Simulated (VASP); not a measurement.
Input of a VASP 6.6.1 run:

Contents of INCAR:

```
PREC = Accurate ; ENCUT = 520
EDIFF = 1E-7 ; ISMEAR = 0
SIGMA = 0.05 ; LREAL = False
LASPH = True ; NELM = 60
ALGO = Normal ; ISIF = 2
LWAVE = False ; LCHARG = True
GGA = RP ; IVDW = 13
LELF = True ; LVHAR = True
NBANDS = 15
```

The input KPOINTS:

```
regular mesh
0
Gamma
  6 6 6
```

The input POSCAR:

```
BaS
1.0
    0.0000000000      3.1980034942      3.1980034942
    3.1980034942      0.0000000000      3.1980034942
    3.1980034942      3.1980034942      0.0000000000
Ba S
1 1
Direct
    0.5000000000      0.5000000000      0.5000000000
    0.0000000000      0.0000000000      0.0000000000
```

Potentials or basis: VASP PAW PBE potentials, release 64 (Ba_sv, S).

Command:

```sh
$ cat potpaw_PBE.64/Ba_sv/POTCAR potpaw_PBE.64/S/POTCAR > POTCAR
$ mpirun -np 1 vasp_std > vasp.out
```

Estimate the pressure.

0.9 GPa.

Estimate the band gap on the k mesh.

2.26 eV, indirect (least direct gap 2.39 eV).

Caveat: the PAW data sets were made with another functional, which shifts forces and pressure a little; spin-orbit coupling is left out, which moves the levels of the heavy elements. A k mesh can miss the band edges.
